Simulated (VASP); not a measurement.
# InP (Fm-3m) in VASP: notebook

Aim: see how the results for InP move with the level of theory and the settings. Levels: LDA, PBE, BLYP, revPBE. Tasks: single point, relaxation of cell and atoms.

Everything below comes from runs of VASP 6.6.1. Logs are shortened: lines on timing, memory, paths and dates and some standing lists are left out, and cuts for length are marked.

## 1. The cell of the first run

It takes space group Fm-3m (No. 225, cubic). The conventional cell has a = 5.646 Å, b = 5.646 Å, c = 5.646 Å, α = 90.00°, β = 90.00°, γ = 90.00°. Within 3.7 Å of In (site symmetry m-3m) lie 6 P at 2.82 Å. Within 3.7 Å of P (site symmetry m-3m) lie 6 In at 2.82 Å.

## 2. Single point, LDA

Input file INCAR:

```
SYSTEM = InP
ALGO = Normal
EDIFF = 1E-7
ENCUT = 520
ISIF = 2
ISMEAR = -1
LASPH = .True.
LCHARG = .True.
LELF = .True.
LREAL = .False.
LVHAR = .True.
LWAVE = .False.
NBANDS = 16
NELM = 80
PREC = Accurate
SIGMA = 0.05
```

Input file KPOINTS:

```
k-points
0
Gamma
  8 8 8
  0 0 0
```

Input file POSCAR:

```
InP
1.0
    0.0000000000      2.8231386496      2.8231386496
    2.8231386496      0.0000000000      2.8231386496
    2.8231386496      2.8231386496      0.0000000000
In P
1 1
Direct
    0.0000000000      0.0000000000      0.0000000000
    0.5000000000      0.5000000000      0.5000000000
```

Potentials or basis: VASP PAW LDA potentials, release 64 (In_d, P).

On the command line:

```console
$ cat potpaw_LDA.64/In_d/POTCAR potpaw_LDA.64/P/POTCAR > POTCAR
$ mpirun -np 1 vasp_std > vasp.out
```

OUTCAR:

```text
SYSTEM = InP
   EDIFF = 1E-7
   ENCUT = 520
   ISIF = 2
   ISMEAR = -1
   LASPH = .True.
   LREAL = .False.
   NELM = 80
   PREC = Accurate

 ion  position               nearest neighbor table
   1  0.000  0.000  0.000-   2 2.82   2 2.82   2 2.82   2 2.82   2 2.82   2 2.82
   2  0.500  0.500  0.500-   1 2.82   1 2.82   1 2.82   1 2.82   1 2.82   1 2.82

  LATTYP: Found a face centered cubic cell.
 ALAT       =     5.6462772992

  Lattice vectors:

 A1 = (   0.0000000000,   2.8231386496,   2.8231386496)
 A2 = (   2.8231386496,   0.0000000000,   2.8231386496)
 A3 = (   2.8231386496,   2.8231386496,   0.0000000000)

Analysis of symmetry for initial positions (statically):
=====================================================================
 Subroutine PRICEL returns:
 Original cell was already a primitive cell.

 Routine SETGRP: Setting up the symmetry group for a
 face centered cubic supercell.

 Subroutine GETGRP returns: Found 48 space group operations
 (whereof 48 operations were pure point group operations)
 out of a pool of 48 trial point group operations.

The static configuration has the point symmetry O_h .

Analysis of symmetry for dynamics (positions and initial velocities):
=====================================================================
 Subroutine PRICEL returns:
 Original cell was already a primitive cell.

 Routine SETGRP: Setting up the symmetry group for a
 face centered cubic supercell.

 Subroutine GETGRP returns: Found 48 space group operations
 (whereof 48 operations were pure point group operations)
 out of a pool of 48 trial point group operations.

The dynamic configuration has the point symmetry O_h .

 Subroutine INISYM returns: Found 48 space group operations
 (whereof 48 operations are pure point group operations),
 and found     1 'primitive' translations

----------------------------------------------------------------------------------------

                                     Primitive cell

  volume of cell :      45.0015

  direct lattice vectors                    reciprocal lattice vectors
     0.000000000  2.823138650  2.823138650    -0.177107844  0.177107844  0.177107844
     2.823138650  0.000000000  2.823138650     0.177107844 -0.177107844  0.177107844
     2.823138650  2.823138650  0.000000000     0.177107844  0.177107844 -0.177107844

  length of vectors
     3.992520967  3.992520967  3.992520967     0.306759785  0.306759785  0.306759785

  position of ions in fractional coordinates (direct lattice)
     0.000000000  0.000000000  0.000000000
     0.500000000  0.500000000  0.500000000

  ion indices of the primitive-cell ions
   primitive index   ion index
                 1           1
                 2           2

----------------------------------------------------------------------------------------

 KPOINTS: k-points

Automatic generation of k-mesh.
 Grid dimensions read from file:
 generate k-points for:    8    8    8

 Generating k-lattice:

  Cartesian coordinates                     Fractional coordinates (reciprocal lattice)
    -0.022138481  0.022138481  0.022138481     0.125000000  0.000000000  0.000000000
     0.022138481 -0.022138481  0.022138481     0.000000000  0.125000000  0.000000000
     0.022138481  0.022138481 -0.022138481     0.000000000  0.000000000  0.125000000

  Length of vectors
     0.038344973  0.038344973  0.038344973

  Shift w.r.t. Gamma in fractional coordinates (k-lattice)
     0.000000000  0.000000000  0.000000000

 Subroutine IBZKPT returns following result:
 ===========================================

 Found     29 irreducible k-points:

 Following reciprocal coordinates:
            Coordinates               Weight
  0.000000  0.000000  0.000000      1.000000
  0.125000  0.000000  0.000000      8.000000
  0.250000  0.000000  0.000000      8.000000
  0.375000  0.000000  0.000000      8.000000
  0.500000  0.000000  0.000000      4.000000
  0.125000  0.125000  0.000000      6.000000
[... 16 lines left out ...]
  0.500000  0.250000  0.125000     48.000000
 -0.375000  0.250000  0.125000     24.000000
 [... further k-points ...]
   k-points           NKPTS =     29   k-points in BZ     NKDIM =     29   number of bands    NBANDS=     16
   number of dos      NEDOS =    301   number of ions     NIONS =      2
   total plane-waves  NPLWV =  27000
   dimension x,y,z NGX =    30 NGY =   30 NGZ =   30
   dimension x,y,z NGXF=    60 NGYF=   60 NGZF=   60
   ions per type =               1   1
   NGX,Y,Z   is equivalent  to a cutoff of  12.49, 12.49, 12.49 a.u.
   NGXF,Y,Z  is equivalent  to a cutoff of  24.98, 24.98, 24.98 a.u.
 SYSTEM =  InP
   PREC   = accura    normal or accurate (medium, high low for compatibility)
   ISTART =      0    job   : 0-new  1-cont  2-samecut
   ICHARG =      2    charge: 1-file 2-atom 10-const
   ISPIN  =      1    spin polarized calculation?
   LNONCOLLINEAR =      F non collinear calculations
   LSORBIT =      F    spin-orbit coupling
   LASPH  =      T    aspherical Exc in radial PAW
   ENCUT  =  520.0 eV  38.22 Ry    6.18 a.u.   7.42  7.42  7.42*2*pi/ulx,y,z
   NELM   =     80;   NELMIN=  2; NELMDL= -5     # of ELM steps
   EDIFF  = 0.1E-06   stopping-criterion for ELM
   LREAL  =      F    real-space projection
   EDIFFG = 0.1E-05   stopping-criterion for IOM
   NSW    =      0    number of steps for IOM
   IBRION =     -1    ionic relax: 0-MD 1-quasi-New 2-CG
   NFREE  =      0    steps in history (QN), initial steepest desc. (CG)
   ISIF   =      2    stress and relaxation
   ISYM   =      2    0-nonsym 1-usesym 2-fastsym
   POTIM  = 0.5000    time-step for ionic-motion
   TEBEG  =    0.0;   TEEND  =   0.0 temperature during run
   PSTRESS=    0.0 pullay stress
   NELECT =      18.0000    total number of electrons
   NUPDOWN=      -1.0000    fix difference up-down
   EMIN   =  10.00;   EMAX   =-10.00  energy-range for DOS
   EFERMI =   0.00;   METHOD = LEGACY
   ISMEAR =    -1;   SIGMA  =   0.05  broadening in eV -4-tet -1-fermi 0-gaus
   EFERMI_NEDOS =   21; number of points for ismear=-14 and -15
   IALGO  =     38    algorithm
   IMIX   =      4    mixing-type and parameters
     AMIX     =   0.40;   BMIX     =  1.00
     AMIX_MAG =   1.60;   BMIX_MAG =  1.00
  volume/ion in A,a.u.               =      22.50       151.84
  Fermi-wavevector in a.u.,A,eV,Ry     =   1.206211  2.279409 19.795744  1.454946
  Thomas-Fermi vector in A             =   2.341885
   LORBIT       =      0    0 simple, 1 ext, 2 COOP (PROOUT), +10 PAW based schemes
   GGA     = CA    functional components
   LHFCALC =     F    Hartree Fock is set to
   AEXX    =    0.0000 exact exchange contribution
   IVDW    =     0    specifies the selected vdW correction
   LEPSILON=     F    determine dielectric tensor
   LRPA    =     F    only Hartree local field effects (RPA)
 non-spin polarized calculation
  energy-cutoff  :      520.00
  volume of cell :       45.00
 maximum number of plane-waves:      1243
 NGX is ok and might be reduce to    30
   NGX = 15   NGY = 15   NGZ = 15

 number of electron      17.9999993 magnetization

 Free energy of the ion-electron system (eV)
  ---------------------------------------------------
  ext. energy  EPLUGINS =         0.00000000
  ---------------------------------------------------
  free energy    TOTEN  =        -9.16398592 eV

  energy without entropy =       -9.14983087  energy(sigma->0) =       -9.15690840

 E-fermi :   6.2018     XC(G=0): -10.3776

 val. band max:        6.1855002359   @ k =  -0.3750   0.1250   0.0000
 cond. band min:       6.2085570135   @ k =   0.3750   0.2500   0.0000
 fundamental gap:      0.0230567776
 Fermi energy:         6.2017761036

 k-point     1 :       0.0000    0.0000    0.0000
  band No.  band energies     occupation
      1      -7.9406      2.00000
      2      -7.9406      2.00000
      3      -7.9200      2.00000
      4      -7.9200      2.00000
      5      -7.9200      2.00000
      6      -5.4385      2.00000
[... 8 lines left out ...]
     15      14.0953      0.00000
     16      14.0953      0.00000

 k-point     2 :       0.1250    0.0000    0.0000
  band No.  band energies     occupation
      1      -7.9466      2.00000
      2      -7.9466      2.00000
      3      -7.9201      2.00000
      4      -7.9114      2.00000
      5      -7.9114      2.00000
      6      -5.2563      2.00000
[... 8 lines left out ...]
     15      13.8454      0.00000
     16      14.1471      0.00000

 k-point     3 :       0.2500    0.0000    0.0000
  band No.  band energies     occupation
      1      -7.9643      2.00000
      2      -7.9643      2.00000
      3      -7.9218      2.00000
      4      -7.8871      2.00000
      5      -7.8871      2.00000
      6      -4.7318      2.00000
[... 8 lines left out ...]
     15      14.7833      0.00000
     16      14.7833      0.00000

 k-point     4 :       0.3750    0.0000    0.0000
  band No.  band energies     occupation
      1      -7.9827      2.00000
      2      -7.9827      2.00000
      3      -7.9248      2.00000
      4      -7.8618      2.00000
      5      -7.8618      2.00000
      6      -3.9857      2.00000
[... 8 lines left out ...]
     15      16.2332      0.00000
     16      16.2332      0.00000

 k-point     5 :       0.5000    0.0000    0.0000
  band No.  band energies     occupation
      1      -7.9904      2.00000
      2      -7.9904      2.00000
      3      -7.9264      2.00000
      4      -7.8512      2.00000
      5      -7.8512      2.00000
      6      -3.5187      2.00000
[... 8 lines left out ...]
     15      17.3292      0.00000
     16      17.3292      0.00000

 k-point     6 :       0.1250    0.1250    0.0000
  band No.  band energies     occupation
      1      -7.9624      2.00000
      2      -7.9348      2.00000
      3      -7.9266      2.00000
      4      -7.9070      2.00000
      5      -7.9070      2.00000
      6      -5.1902      2.00000
[... 8 lines left out ...]
     15      15.3695      0.00000
     16      15.3695      0.00000

 k-point     7 :       0.2500    0.1250    0.0000
  band No.  band energies     occupation
      1      -7.9893      2.00000
      2      -7.9409      2.00000
      3      -7.9286      2.00000
      4      -7.8927      2.00000
      5      -7.8845      2.00000
      6      -4.7662      2.00000
[... 8 lines left out ...]
     15      15.6950      0.00000
     16      15.7373      0.00000

 k-point     8 :       0.3750    0.1250    0.0000
  band No.  band energies     occupation
      1      -8.0115      2.00000
      2      -7.9595      2.00000
      3      -7.9240      2.00000
      4      -7.8774      2.00000
      5      -7.8590      2.00000
      6      -4.0662      2.00000
[... 8 lines left out ...]
     15      16.6695      0.00000
     16      16.8724      0.00000

 k-point     9 :       0.5000    0.1250    0.0000
  band No.  band energies     occupation
      1      -8.0177      2.00000
      2      -7.9762      2.00000
      3      -7.9196      2.00000
      4      -7.8652      2.00000
      5      -7.8488      2.00000
      6      -3.4185      2.00000
[... 8 lines left out ...]
     15      17.4840      0.00000
     16      18.0987      0.00000
[... 172 lines left out ...]
 k-point    19 :       0.5000    0.3750    0.0000
  band No.  band energies     occupation
      1      -8.1637      2.00000
      2      -7.9543      2.00000
      3      -7.9120      2.00000
      4      -7.8367      2.00000
      5      -7.8309      2.00000
      6      -2.7735      2.00000
[... 8 lines left out ...]
     15      18.6919      0.00000
     16      19.1892      0.00000

 k-point    20 :      -0.3750    0.3750    0.0000
  band No.  band energies     occupation
      1      -8.1296      2.00000
      2      -7.9327      2.00000
      3      -7.9310      2.00000
      4      -7.8549      2.00000
      5      -7.8371      2.00000
      6      -2.6363      2.00000
[... 8 lines left out ...]
     15      17.2570      0.00000
     16      19.3445      0.00000

 k-point    21 :       0.5000    0.5000    0.0000
  band No.  band energies     occupation
      1      -8.1939      2.00000
      2      -7.9653      2.00000
      3      -7.9008      2.00000
      4      -7.8247      2.00000
      5      -7.8247      2.00000
      6      -2.5810      2.00000
[... 8 lines left out ...]
     15      18.2311      0.00000
     16      19.3997      0.00000

 k-point    22 :       0.3750    0.2500    0.1250
  band No.  band energies     occupation
      1      -8.0235      2.00000
      2      -7.9447      2.00000
      3      -7.9293      2.00000
      4      -7.8751      2.00000
      5      -7.8709      2.00000
      6      -4.2372      2.00000
[... 8 lines left out ...]
     15      16.9606      0.00000
     16      17.3296      0.00000

 k-point    23 :       0.5000    0.2500    0.1250
  band No.  band energies     occupation
      1      -8.0475      2.00000
      2      -7.9583      2.00000
      3      -7.9177      2.00000
      4      -7.8727      2.00000
      5      -7.8535      2.00000
      6      -3.5113      2.00000
[... 8 lines left out ...]
     15      17.1952      0.00000
     16      18.1189      0.00000

 k-point    24 :      -0.3750    0.2500    0.1250
  band No.  band energies     occupation
      1      -8.0558      2.00000
      2      -7.9652      2.00000
      3      -7.9068      2.00000
      4      -7.8790      2.00000
      5      -7.8450      2.00000
      6      -3.0782      2.00000
[... 8 lines left out ...]
     15      16.0045      0.00000
     16      18.5865      0.00000

 [... further k-points ...]
[... 5 lines left out ...]
  --------------------------------------------------------------------------------------
  -------------------------------------------------------------------------------------
  Total       -2.2966898     -2.2966898     -2.2966898     -0.0000000     -0.0000000      0.0000000
  in kB      -81.7685534    -81.7685534    -81.7685534     -0.0000000     -0.0000000      0.0000000
  external PRESSURE =     -81.7685534 kB  Pullay stress =       0.0000000 kB

 VOLUME and BASIS-vectors are now :
 -----------------------------------------------------------------------------
  energy-cutoff  :      520.00
  volume of cell :       45.00
      direct lattice vectors                 reciprocal lattice vectors
     0.000000000  2.823138650  2.823138650    -0.177107844  0.177107844  0.177107844
     2.823138650  0.000000000  2.823138650     0.177107844 -0.177107844  0.177107844
     2.823138650  2.823138650  0.000000000     0.177107844  0.177107844 -0.177107844

 POSITION                                       TOTAL-FORCE (eV/Angst)
 -----------------------------------------------------------------------------------
      0.00000      0.00000      0.00000         0.000000      0.000000      0.000000
      2.82314      2.82314      2.82314        -0.000000      0.000000     -0.000000
 -----------------------------------------------------------------------------------
    total drift:                               -0.000000      0.000000      0.000000

  FREE ENERGIE OF THE ION-ELECTRON SYSTEM (eV)
  ---------------------------------------------------
  free  energy   TOTEN  =        -9.1639859250 eV

  energy  without entropy=       -9.1498308658  energy(sigma->0) =       -9.15690840
```

Run time: 16 s. Hardware: 1 thread of Intel Xeon Platinum 8488C (Sapphire Rapids), shared host; peak memory 0.15 GiB.

Results:

```
Free energy            : -9.1640 eV
Pressure               : -8.2 GPa
Band gap on the k mesh : zero (band 9 reaches 6.45 eV, above the bottom of band 10 at 4.00 eV)
```

Levels at points of the mesh, in eV from the Fermi level:
| k point | band 5 | band 6 | band 7 | band 8 | band 9 | band 10 | band 11 | band 12 | band 13 | band 14 |
| --- | --- | --- | --- | --- | --- | --- | --- | --- | --- | --- |
| (0.00, 0.00, 0.00) | -14.12 | -11.64 | -0.28 | -0.28 | -0.28 | -0.13 | 7.05 | 7.05 | 7.05 | 7.89 |
| (0.50, 0.00, 0.00) | -14.05 | -9.72 | -6.45 | 0.11 | 0.11 | 2.30 | 3.27 | 3.27 | 4.58 | 10.63 |
| (0.50, 0.50, 0.00) | -14.03 | -8.78 | -4.66 | -2.76 | -2.20 | -2.20 | 3.89 | 9.16 | 9.16 | 9.46 |

Caveat: spin-orbit coupling is left out, which moves the levels of the heavy elements.

(Continued in part 2 of 2.)
